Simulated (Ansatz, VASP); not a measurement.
## Two plane-wave programs on ScAlN2

File INCAR:

```
SYSTEM = ScAlN2
  PREC = Accurate
  ENCUT = 520
  EDIFF = 1E-6
  ISMEAR = -1
  SIGMA = 0.02
  LREAL = .False.
  LASPH = .True.
  NELM = 100
  ALGO = Normal
  ISIF = 2
  LWAVE = .False.
  LCHARG = .False.
  GGA = PE
  NBANDS = 20
```

KPOINTS

```
regular mesh
0
Gamma
  8 8 6
  0 0 0
```

The input POSCAR:

```
ScAlN2
1.0
    2.9395695549      0.0000000000      0.0000000000
    0.0000000000      2.9395695549      0.0000000000
    0.0000000000      0.0000000000      4.4300647126
Sc N Al
1 2 1
Direct
    0.0000000000      0.0000000000      0.0000000000
    0.0000000000      0.0000000000      0.5000000000
    0.5000000000      0.5000000000      0.0000000000
    0.5000000000      0.5000000000      0.5000000000
```

Input for Ansatz:

```yaml
crystal:
  lattice:
    - [2.9395695549, 0.0, 0.0]
    - [0.0, 2.9395695549, 0.0]
    - [0.0, 0.0, 4.4300647126]
  atoms:
    - { symbol: Sc, position: [0.0, 0.0, 0.0] }
    - { symbol: "N", position: [0.0, 0.0, 0.5] }
    - { symbol: Al, position: [0.5, 0.5, 0.5] }
    - { symbol: "N", position: [0.5, 0.5, 0.0] }
kpoints:
  mp_grid: { grid: [8, 8, 6] }
  band_path:
    path:
      - [0.0, 0.0, 0.0]
      - [0.0, 0.5, 0.0]
      - [0.5, 0.5, 0.0]
      - [0.0, 0.0, 0.5]
      - [0.0, 0.5, 0.5]
      - [0.5, 0.5, 0.5]
    npoints: 1
hamiltonian:
  xc: pbe
scf:
  occupations: { method: fermi_dirac, width: 0.02 }
  n_extra_bands: 5
output:
  forces: true
  stress: true
  eigenvalues: true
  write_density: true
  write_potential: true
  elf: true
  volumetric_format: npy
```

Change from the starting cell: epitaxial_xy strain -3.5%.

Alike in both runs: task single point; functional PBE; k mesh 8 × 8 × 6; occupations fermi-dirac, width 0.02 eV; no spin polarisation.

```csv
,VASP,Ansatz
version,VASP 6.6.1,Ansatz 0.2.0
potentials or method,"VASP PAW PBE potentials, release 64 (Sc_sv, N, Al)","plane waves, PAW"
plane-wave cutoff (eV),520,420
valence electrons in the cell,24,24
```

```tsv
	VASP	Ansatz	Ansatz less VASP
pressure (GPa)	17.5	16.6	-0.92
```
